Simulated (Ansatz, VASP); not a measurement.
## BN: VASP beside Ansatz

```xyz
2
Lattice="0.0542 1.8346 1.8346 1.8346 0.0542 1.8346 1.8346 1.8346 0.0542" Properties=species:S:1:pos:R:3 pbc="T T T"
B     0.0000    0.0000    0.0000
N     2.7926    2.7926    2.7926
```

Change from the starting cell: equal xy, yz and zx shear strains of +3 %, PAW files.

Alike in both runs: task electric field gradients; functional PBE; k mesh 13 × 13 × 13; occupations fermi-dirac, width 0.03 eV; no spin polarisation.

|  | VASP | Ansatz |
| --- | --- | --- |
| version | VASP 6.6.1 | Ansatz 0.2.0 |
| potentials or method | VASP PAW PBE potentials, release 64 (B, N) | PAW with Ansatz's default frozen-core files, scalar-relativistic |
| plane-wave cutoff (eV) | 520 | 420 |
| valence electrons in the cell | 8 | 8 |

Ansatz gave:

- gap on the k mesh at the Fermi level (eV): 4.42
- pressure (GPa): 4.2
- traceless stress, the component that is largest in VASP (GPa): -13.19
- rms of the force components (eV/Å): 0.003
- size of Vzz on the site where it differs most (V/Å²): 3.3

Problem. What did VASP give for the same quantities?

Solution. gap on the k mesh at the Fermi level (eV): 4.41; pressure (GPa): 4.5; traceless stress, the component that is largest in VASP (GPa): -13.29; rms of the force components (eV/Å): 0.002; size of Vzz on the site where it differs most (V/Å²): 3.7.

Atom by atom the forces differ by 0.005 eV/Å (rms over components).
